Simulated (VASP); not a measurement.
# Al4Ir (Im-3m) in VASP: notebook

Al4Ir is run at these levels: PBE; tasks: single point, relaxation of cell and atoms.

Program: VASP 6.6.1. These are calculated values, not measurements. Logs are shortened: lines on timing, memory, paths and dates and some standing lists are left out, and cuts for length are marked.

**1. The cell of the first run**

The structure is cubic, space group Im-3m (No. 229). The conventional cell has a = 5.771 Å, b = 5.771 Å, c = 5.771 Å, α = 90.00°, β = 90.00°, γ = 90.00°. Within 3.3 Å of Al (site symmetry -3m) lie 2 Ir at 2.50 Å and 6 Al at 2.89 Å. Ir (site symmetry m-3m) has 8 Al at 2.50 Å within 3.3 Å.

**2. Single point, PBE**

Input file INCAR:

```
  ALGO = Fast
  EDIFF = 1E-6
  ENCUT = 520
  GGA = PE
  ISIF = 2
  ISMEAR = 0
  LASPH = T
  LCHARG = F
  LREAL = F
  LWAVE = F
  NBANDS = 18
  NELM = 100
  PREC = Accurate
  SIGMA = 0.1
```

Input file KPOINTS:

```
k-points
0
Gamma
  6 6 6
```

Input file POSCAR:

```
Al4Ir
1.0
   -2.8852531581      2.8852531581      2.8852531581
    2.8852531581     -2.8852531581      2.8852531581
    2.8852531581      2.8852531581     -2.8852531581
Al Ir
4 1
Direct
    0.0000000000      0.0000000000      0.5000000000
    0.5000000000      0.0000000000      0.0000000000
    0.5000000000      0.5000000000      0.5000000000
    0.0000000000      0.5000000000      0.0000000000
    0.0000000000      0.0000000000      0.0000000000
```

Potentials or basis: VASP PAW PBE potentials, release 64 (Al, Ir).

On the command line:

```console
> cat potpaw_PBE.64/Al/POTCAR potpaw_PBE.64/Ir/POTCAR > POTCAR
> mpirun -np 1 vasp_std > vasp.out
```

OUTCAR:

```text
EDIFF = 1E-6
   ENCUT = 520
   GGA = PE
   ISIF = 2
   ISMEAR = 0
   LASPH = T
   LREAL = F
   NELM = 100
   PREC = Accurate

 ion  position               nearest neighbor table
   1  0.000  0.000  0.500-   5 2.50   5 2.50   4 2.89   2 2.89   3 2.89   4 2.89   2 2.89   3 2.89

   2  0.500  0.000  0.000-   5 2.50   5 2.50   4 2.89   1 2.89   3 2.89   3 2.89   1 2.89   4 2.89

   3  0.500  0.500  0.500-   5 2.50   5 2.50   4 2.89   1 2.89   2 2.89   4 2.89   1 2.89   2 2.89

   4  0.000  0.500  0.000-   5 2.50   5 2.50   3 2.89   1 2.89   2 2.89   1 2.89   3 2.89   2 2.89

   5  0.000  0.000  0.000-   1 2.50   2 2.50   3 2.50   4 2.50   1 2.50   4 2.50   2 2.50   3 2.50

  LATTYP: Found a body centered cubic cell.
 ALAT       =     5.7705063162

  Lattice vectors:

 A1 = (  -2.8852531581,   2.8852531581,   2.8852531581)
 A2 = (   2.8852531581,  -2.8852531581,   2.8852531581)
 A3 = (   2.8852531581,   2.8852531581,  -2.8852531581)

Analysis of symmetry for initial positions (statically):
=====================================================================
 Subroutine PRICEL returns:
 Original cell was already a primitive cell.

 Routine SETGRP: Setting up the symmetry group for a
 body centered cubic supercell.

 Subroutine GETGRP returns: Found 48 space group operations
 (whereof 48 operations were pure point group operations)
 out of a pool of 48 trial point group operations.

The static configuration has the point symmetry O_h .

Analysis of symmetry for dynamics (positions and initial velocities):
=====================================================================
 Subroutine PRICEL returns:
 Original cell was already a primitive cell.

 Routine SETGRP: Setting up the symmetry group for a
 body centered cubic supercell.

 Subroutine GETGRP returns: Found 48 space group operations
 (whereof 48 operations were pure point group operations)
 out of a pool of 48 trial point group operations.

The dynamic configuration has the point symmetry O_h .

 Subroutine INISYM returns: Found 48 space group operations
 (whereof 48 operations are pure point group operations),
 and found     1 'primitive' translations

----------------------------------------------------------------------------------------

                                     Primitive cell

  volume of cell :      96.0753

  direct lattice vectors                    reciprocal lattice vectors
    -2.885253158  2.885253158  2.885253158     0.000000000  0.173295019  0.173295019
     2.885253158 -2.885253158  2.885253158     0.173295019  0.000000000  0.173295019
     2.885253158  2.885253158 -2.885253158     0.173295019  0.173295019  0.000000000

  length of vectors
     4.997405063  4.997405063  4.997405063     0.245076166  0.245076166  0.245076166

  position of ions in fractional coordinates (direct lattice)
     0.000000000  0.000000000  0.500000000
     0.500000000  0.000000000  0.000000000
     0.500000000  0.500000000  0.500000000
     0.000000000  0.500000000  0.000000000
     0.000000000  0.000000000  0.000000000

  ion indices of the primitive-cell ions
   primitive index   ion index
                 1           1
                 2           2
                 3           3
                 4           4
                 5           5

----------------------------------------------------------------------------------------

 KPOINTS: k-points

Automatic generation of k-mesh.
 Grid dimensions read from file:
 generate k-points for:    6    6    6

 Generating k-lattice:

  Cartesian coordinates                     Fractional coordinates (reciprocal lattice)
     0.000000000  0.028882503  0.028882503     0.166666667  0.000000000  0.000000000
     0.028882503  0.000000000  0.028882503     0.000000000  0.166666667  0.000000000
     0.028882503  0.028882503  0.000000000     0.000000000  0.000000000  0.166666667

  Length of vectors
     0.040846028  0.040846028  0.040846028

  Shift w.r.t. Gamma in fractional coordinates (k-lattice)
     0.000000000  0.000000000  0.000000000

 Subroutine IBZKPT returns following result:
 ===========================================

 Found     16 irreducible k-points:

 Following reciprocal coordinates:
            Coordinates               Weight
  0.000000  0.000000  0.000000      1.000000
  0.166667  0.000000  0.000000     12.000000
  0.333333  0.000000  0.000000     12.000000
  0.500000  0.000000  0.000000      6.000000
  0.166667  0.166667  0.000000     24.000000
  0.333333  0.166667  0.000000     48.000000
[... 8 lines left out ...]
  0.500000  0.500000  0.333333     12.000000
  0.500000  0.500000  0.500000      1.000000
   k-points           NKPTS =     16   k-points in BZ     NKDIM =     16   number of bands    NBANDS=     18
   number of dos      NEDOS =    301   number of ions     NIONS =      5
   total plane-waves  NPLWV =  64000
   dimension x,y,z NGX =    40 NGY =   40 NGZ =   40
   dimension x,y,z NGXF=    80 NGYF=   80 NGZF=   80
   ions per type =               4   1
   NGX,Y,Z   is equivalent  to a cutoff of  13.31, 13.31, 13.31 a.u.
   NGXF,Y,Z  is equivalent  to a cutoff of  26.61, 26.61, 26.61 a.u.
 SYSTEM =  unknown system
   PREC   = accura    normal or accurate (medium, high low for compatibility)
   ISTART =      0    job   : 0-new  1-cont  2-samecut
   ICHARG =      2    charge: 1-file 2-atom 10-const
   ISPIN  =      1    spin polarized calculation?
   LNONCOLLINEAR =      F non collinear calculations
   LSORBIT =      F    spin-orbit coupling
   LASPH  =      T    aspherical Exc in radial PAW
   ENCUT  =  520.0 eV  38.22 Ry    6.18 a.u.   9.29  9.29  9.29*2*pi/ulx,y,z
   NELM   =    100;   NELMIN=  2; NELMDL= -5     # of ELM steps
   EDIFF  = 0.1E-05   stopping-criterion for ELM
   LREAL  =      F    real-space projection
   EDIFFG = 0.1E-04   stopping-criterion for IOM
   NSW    =      0    number of steps for IOM
   IBRION =     -1    ionic relax: 0-MD 1-quasi-New 2-CG
   NFREE  =      0    steps in history (QN), initial steepest desc. (CG)
   ISIF   =      2    stress and relaxation
   ISYM   =      2    0-nonsym 1-usesym 2-fastsym
   POTIM  = 0.5000    time-step for ionic-motion
   TEBEG  =    0.0;   TEEND  =   0.0 temperature during run
   PSTRESS=    0.0 pullay stress
   NELECT =      21.0000    total number of electrons
   NUPDOWN=      -1.0000    fix difference up-down
   EMIN   =  10.00;   EMAX   =-10.00  energy-range for DOS
   EFERMI =   0.00;   METHOD = LEGACY
   ISMEAR =     0;   SIGMA  =   0.10  broadening in eV -4-tet -1-fermi 0-gaus
   EFERMI_NEDOS =   21; number of points for ismear=-14 and -15
   IALGO  =     68    algorithm
   IMIX   =      4    mixing-type and parameters
     AMIX     =   0.40;   BMIX     =  1.00
     AMIX_MAG =   1.60;   BMIX_MAG =  1.00
  volume/ion in A,a.u.               =      19.22       129.67
  Fermi-wavevector in a.u.,A,eV,Ry     =   0.986152  1.863558 13.231617  0.972496
  Thomas-Fermi vector in A             =   2.117512
   LORBIT       =      0    0 simple, 1 ext, 2 COOP (PROOUT), +10 PAW based schemes
   GGA     = PE    functional components
   LHFCALC =     F    Hartree Fock is set to
   AEXX    =    0.0000 exact exchange contribution
   IVDW    =     0    specifies the selected vdW correction
   LEPSILON=     F    determine dielectric tensor
   LRPA    =     F    only Hartree local field effects (RPA)
 non-spin polarized calculation
 RMM-DIIS sequential band-by-band and
 Gauss-broadening in eV      SIGMA  =   0.10
  energy-cutoff  :      520.00
  volume of cell :       96.08
 maximum number of plane-waves:      2608
 NGX is ok and might be reduce to    40
   NGX = 19   NGY = 19   NGZ = 19

 number of electron      21.0000001 magnetization

 Free energy of the ion-electron system (eV)
  ---------------------------------------------------
  ext. energy  EPLUGINS =         0.00000000
  ---------------------------------------------------
  free energy    TOTEN  =       -24.93231272 eV

  energy without entropy =      -24.90522597  energy(sigma->0) =      -24.91876935

 E-fermi :   6.4683     XC(G=0):  -9.9382

 val. band max:        6.4676215910   @ k =   0.3333   0.3333   0.0000
 cond. band min:       6.5046952730   @ k =   0.3333   0.1667   0.0000
 fundamental gap:      0.0370736820
 Fermi energy:         6.4683099296

 k-point     1 :       0.0000    0.0000    0.0000
  band No.  band energies     occupation
      1      -3.6337      2.00000
      2       1.2132      2.00000
      3       1.2132      2.00000
      4       1.2132      2.00000
      5       2.9725      2.00000
      6       2.9725      2.00000
[... 10 lines left out ...]
     17       9.4982      0.00000
     18       9.4982      0.00000

 k-point     2 :       0.1667    0.0000    0.0000
  band No.  band energies     occupation
      1      -3.3825      2.00000
      2       1.0356      2.00000
      3       1.0661      2.00000
      4       1.3526      2.00000
      5       2.7784      2.00000
      6       2.9135      2.00000
[... 10 lines left out ...]
     17       9.8169      0.00000
     18      10.4114      0.00000

 k-point     3 :       0.3333    0.0000    0.0000
  band No.  band energies     occupation
      1      -2.6652      2.00000
      2       0.2136      2.00000
      3       0.8140      2.00000
      4       1.7597      2.00000
      5       1.9925      2.00000
      6       2.6150      2.00000
[... 10 lines left out ...]
     17      10.5852      0.00000
     18      11.5122      0.00000

 k-point     4 :       0.5000    0.0000    0.0000
  band No.  band energies     occupation
      1      -1.9144      2.00000
      2      -0.7439      2.00000
      3       0.7033      2.00000
      4       1.6470      2.00000
      5       2.2701      2.00000
      6       2.5989      2.00000
[... 207 lines left out ...]
      4       1.2358      2.00000
      5       1.4998      2.00000
      6       1.8934      2.00000
[... 10 lines left out ...]
     17      12.3561      0.00000
     18      12.7029      0.00000

 k-point    15 :       0.5000    0.5000    0.3333
  band No.  band energies     occupation
      1      -0.8714      2.00000
      2      -0.0042      2.00000
      3       0.6623      2.00000
      4       1.1302      2.00000
      5       1.7641      2.00000
      6       1.9127      2.00000
[... 10 lines left out ...]
     17      11.7996      0.00000
     18      13.1094      0.00000

 k-point    16 :       0.5000    0.5000    0.5000
  band No.  band energies     occupation
      1       0.0699      2.00000
      2       0.6424      2.00000
      3       0.6424      2.00000
      4       0.6424      2.00000
      5       1.1519      2.00000
      6       1.1519      2.00000
[... 10 lines left out ...]
     17      10.9559      0.00000
     18      10.9559      0.00000

------------------------ aborting loop because EDIFF is reached ----------------------------------------

  FORCE on cell =-STRESS in cart. coord.  units (eV):
  Direction    XX          YY          ZZ          XY          YZ          ZX
  --------------------------------------------------------------------------------------
  -------------------------------------------------------------------------------------
  Total        0.0187504      0.0187504      0.0187504      0.0000000      0.0000000      0.0000000
  in kB        0.3126864      0.3126864      0.3126864      0.0000000      0.0000000      0.0000000
  external PRESSURE =       0.3126864 kB  Pullay stress =       0.0000000 kB

 VOLUME and BASIS-vectors are now :
 -----------------------------------------------------------------------------
  energy-cutoff  :      520.00
  volume of cell :       96.08
      direct lattice vectors                 reciprocal lattice vectors
    -2.885253158  2.885253158  2.885253158     0.000000000  0.173295019  0.173295019
     2.885253158 -2.885253158  2.885253158     0.173295019  0.000000000  0.173295019
     2.885253158  2.885253158 -2.885253158     0.173295019  0.173295019  0.000000000

 POSITION                                       TOTAL-FORCE (eV/Angst)
 -----------------------------------------------------------------------------------
      1.44263      1.44263     -1.44263         0.000000      0.000000      0.000000
     -1.44263      1.44263      1.44263         0.000000     -0.000000     -0.000000
      1.44263      1.44263      1.44263        -0.000000     -0.000000     -0.000000
      1.44263     -1.44263      1.44263         0.000000      0.000000      0.000000
      0.00000      0.00000      0.00000        -0.000000     -0.000000     -0.000000
 -----------------------------------------------------------------------------------
    total drift:                               -0.000000      0.000000      0.000000

  FREE ENERGIE OF THE ION-ELECTRON SYSTEM (eV)
  ---------------------------------------------------
  free  energy   TOTEN  =       -24.9323127216 eV

  energy  without entropy=      -24.9052259718  energy(sigma->0) =      -24.91876935
```

Run time: 36 s. Hardware: 1 thread of Intel Xeon Platinum 8375C at 2.90GHz (Ice Lake), shared host; peak memory 0.24 GiB.

Results:

| Item | Value |
| --- | --- |
| Free energy | -24.9323 eV |
| Pressure | 0.0 GPa |

Caveat: spin-orbit coupling is left out, which moves the levels of the heavy elements.

**3. Relaxation of cell and atoms, PBE**

This run uses another cell than the first one, of 14.69 Å³/atom, 0.764 times its volume.

Input file INCAR:

```
SYSTEM = Al4Ir
PREC = Accurate
ENCUT = 600
EDIFF = 1E-6
ISMEAR = 0
SIGMA = 0.1
LREAL = .FALSE.
LASPH = .TRUE.
NELM = 60
ALGO = Normal
ISIF = 3
LWAVE = .FALSE.
LCHARG = .FALSE.
GGA = PE
IBRION = 2
NSW = 90
EDIFFG = -0.04
```

Input file KPOINTS:

```
Automatic mesh
0
G
  6 6 6
  0 0 0
```

POSCAR: that of step 2 with these lines changed.

```diff
@@ -2,5 +2,5 @@
 1.0
-   -2.8852531581      2.8852531581      2.8852531581
-    2.8852531581     -2.8852531581      2.8852531581
-    2.8852531581      2.8852531581     -2.8852531581
+   -2.6380746400      2.6380746400      2.6380746400
+    2.6380746400     -2.6380746400      2.6380746400
+    2.6380746400      2.6380746400     -2.6380746400
 Al Ir
```

Potentials or basis: VASP PAW PBE potentials, release 64 (Al, Ir).

On the command line:

```console
> cat potpaw_PBE.64/Al/POTCAR potpaw_PBE.64/Ir/POTCAR > POTCAR
> mpirun -np 1 vasp_std > vasp.out
```

Wall time 1.7 min (1 thread of Intel Xeon Platinum 8375C at 2.90GHz (Ice Lake), shared host); peak memory 0.26 GiB.

The run converged. Its results:

* Free energy: -24.9307 eV
* Relaxed volume: 19.19 Å³/atom
* Relaxed cell: a = 4.995 Å, b = 4.995 Å, c = 4.995 Å, α = 109.47°, β = 109.47°, γ = 109.47°
* Space group after relaxing (to 0.05 Å): Im-3m (No. 229)
* Energy gained by relaxing: 550.7 meV/atom
* Ionic steps: 5
* Pressure after relaxing: 0.2 GPa

Step by step:
| step | energy change (eV) | largest force (eV/Å) | pressure (GPa) | volume (Å³) |
| --- | --- | --- | --- | --- |
| 1 | 0.0000 | 0.0000 | 48.95 | 73.44 |
| 2 | -0.3239 | 0.0000 | -15.63 | 132.21 |
| 3 | -2.7484 | 0.0000 | -1.34 | 97.36 |
| 4 | -2.7533 | 0.0000 | -0.38 | 96.44 |
| 5 | -2.7537 | 0.0000 | 0.15 | 95.94 |

Final structure:
```xyz
5
Lattice="-2.8839 2.8839 2.8839 2.8839 -2.8839 2.8839 2.8839 2.8839 -2.8839" Properties=species:S:1:pos:R:3 pbc="T T T"
Al    1.4420    1.4420   -1.4420
Al   -1.4420    1.4420    1.4420
Al    1.4420    1.4420    1.4420
Al    1.4420   -1.4420    1.4420
Ir    0.0000    0.0000    0.0000
```

Levels at points of the mesh, in eV from the Fermi level:
```tsv
k point	band 6	band 7	band 8	band 9	band 10	band 11	band 12	band 13	band 14
(0.00, 0.00, 0.00)	-3.50	-1.76	-1.76	-1.76	-1.04	-1.04	-1.04	0.28	1.91
(0.50, 0.00, 0.00)	-3.88	-3.85	-3.64	-2.41	-0.49	-0.14	0.49	1.97	2.48
(0.50, 0.50, 0.50)	-5.32	-4.33	-4.33	-4.33	-0.71	-0.71	3.70	3.92	3.92
```

Caveat: the volume moved by over 15 % at a fixed basis, so the end points are rough; spin-orbit coupling is left out, which moves the levels of the heavy elements.
